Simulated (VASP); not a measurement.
Write the native input for VASP 6.6.1 that does the following.

```yaml
Task: single point
Functional: r2SCAN
Potentials_or_basis: VASP PAW PBE potentials, release 64 (Ca_sv, O)
Cutoff: 520 eV
k_mesh: 8 × 8 × 8
Occupations: gaussian, width 0.01 eV
Spin: no spin polarisation
Dipole_correction: no
Further_INCAR_settings: ALGO = Normal; EDIFF = 1e-06; NBANDS = 15
```

CaO:

```
CELL_PARAMETERS angstrom
2.35512 2.35512 0.00000
-2.35512 2.35512 0.00000
0.00000 2.35512 2.35512
ATOMIC_POSITIONS crystal
Ca 0.00000 0.00000 0.00000
O 0.50000 0.50000 0.00000
```

One way to write it, as run:

POSCAR

```
CaO
1.0
    2.3551214364      2.3551214364      0.0000000000
   -2.3551214364      2.3551214364      0.0000000000
    0.0000000000      2.3551214364      2.3551214364
Ca O
1 1
Direct
    0.0000000000      0.0000000000      0.0000000000
    0.5000000000      0.5000000000      0.0000000000
```

INCAR.step1

```
SYSTEM = CaO
PREC = Accurate
ENCUT = 520
ISMEAR = 0
SIGMA = 0.01
LREAL = .FALSE.
LASPH = .TRUE.
NELM = 60
NBANDS = 15
GGA = PE
ALGO = Normal
EDIFF = 1E-4
LWAVE = .TRUE.
LCHARG = .FALSE.
```

INCAR.step2

```
SYSTEM = CaO
PREC = Accurate
ENCUT = 520
EDIFF = 1E-6
ISMEAR = 0
SIGMA = 0.01
LREAL = .FALSE.
LASPH = .TRUE.
NELM = 60
ALGO = Normal
ISIF = 2
LWAVE = .FALSE.
LCHARG = .FALSE.
METAGGA = R2SCAN
LMIXTAU = .TRUE.
NBANDS = 15
ISTART = 1
```

KPOINTS

```
Automatic mesh
0
G
  8 8 8
  0 0 0
```

Potentials or basis: VASP PAW PBE potentials, release 64 (Ca_sv, O).

Run with:

```sh
$ cat potpaw_PBE.64/Ca_sv/POTCAR potpaw_PBE.64/O/POTCAR > POTCAR
$ cp INCAR.step1 INCAR
$ mpirun -np 1 vasp_std > vasp.out
$ cp INCAR.step2 INCAR
$ mpirun -np 1 vasp_std > vasp.out
```

Results of the run:

```yaml
Pressure: 8.3 GPa
Band_gap_on_the_k_mesh: 4.16 eV, indirect (least direct gap 4.52 eV)
```

Caveat: the PAW data sets were made with another functional, which shifts forces and pressure a little.

Wall time 74 s on 1 thread of Intel(R) Xeon(R) Platinum 8259CL CPU @ 2.50GHz (Skylake/Cascade Lake), on a shared host, peak memory 0.16 GiB.
